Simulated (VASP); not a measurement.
Write the native input for VASP 6.6.1 that does the following.

```yaml
Task: single point
Functional: PBE
Potentials_or_basis: VASP PAW PBE potentials, release 64 (Hf_pv)
Cutoff: 520 eV
k_mesh: 18 × 18 × 18
Occupations: fermi-dirac, width 0.08 eV
Spin: no spin polarisation
Dipole_correction: no
Further_INCAR_settings: ALGO = Normal; EDIFF = 1e-06; NBANDS = 11
```

The structure of Hf lies in POSCAR:

```
Hf
1.0
    0.0000000000      1.8715732054      1.8715732054
    1.8715732054      0.0000000000      1.8715732054
    1.8715732054      1.8715732054      0.0000000000
Hf
1
Direct
    0.0000000000      0.0000000000      0.0000000000
```

These files were run (other wordings do the same):

INCAR

```
ALGO = Normal
EDIFF = 1E-6
ENCUT = 520
GGA = PE
ISIF = 2
ISMEAR = -1
LASPH = True
LCHARG = False
LREAL = False
LWAVE = False
NBANDS = 11
NELM = 80
PREC = Accurate
SIGMA = 0.08
```

KPOINTS

```
k-points
0
Gamma
  18 18 18
```

Potentials or basis: VASP PAW PBE potentials, release 64 (Hf_pv).

Command:

```console
$ cat potpaw_PBE.64/Hf_pv/POTCAR > POTCAR
$ mpirun -np 1 vasp_std > vasp.out
```

It gave:

```json
{"Pressure": "137.5 GPa", "Band gap on the k mesh": "zero (band 5 reaches 10.54 eV, above the bottom of band 6 at 8.33 eV)"}
```

Caveat: spin-orbit coupling is left out, which moves the levels of the heavy elements.

Wall time 16 s on 1 thread of Intel(R) Xeon(R) Platinum 8488C (Sapphire Rapids) (shared host), peak memory 0.15 GiB.
